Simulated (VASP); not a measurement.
The system is HfN.

```
CELL_PARAMETERS angstrom
3.13391 0.00000 0.00000
-1.56695 2.71404 0.00000
0.00000 0.00000 5.41677
ATOMIC_POSITIONS crystal
Hf 0.66667 0.33333 0.75000
Hf 0.33333 0.66667 0.25000
N 0.00000 0.00000 0.00000
N 0.00000 0.00000 0.50000
```

Base run:

```yaml
Program: VASP 6.6.1
Functional: revPBE
Potentials_or_basis: VASP PAW PBE potentials, release 64 (Hf_pv, N)
Cutoff: 600 eV
k_mesh: 8 × 8 × 4
Occupations: fermi-dirac, width 0.1 eV
Spin: no spin polarisation
```

Its results: band gap on the k mesh zero (bands 15 and 16 overlap by 2.31 eV); pressure 7.4 GPa.

Task: The run is repeated on the same cell with these changes: functional from revPBE to PBE. What comes out?

Result: Band gap on the k mesh zero (bands 15 and 16 overlap by 2.30 eV); pressure 4.0 GPa.

PBE binds more tightly than revPBE, so the same cell stands under less pressure.

Caveats: the cell stands under pressure; spin-orbit coupling is left out, which moves the levels of the heavy elements; the PAW data sets were made with another functional, which shifts forces and pressure a little (at least some runs).
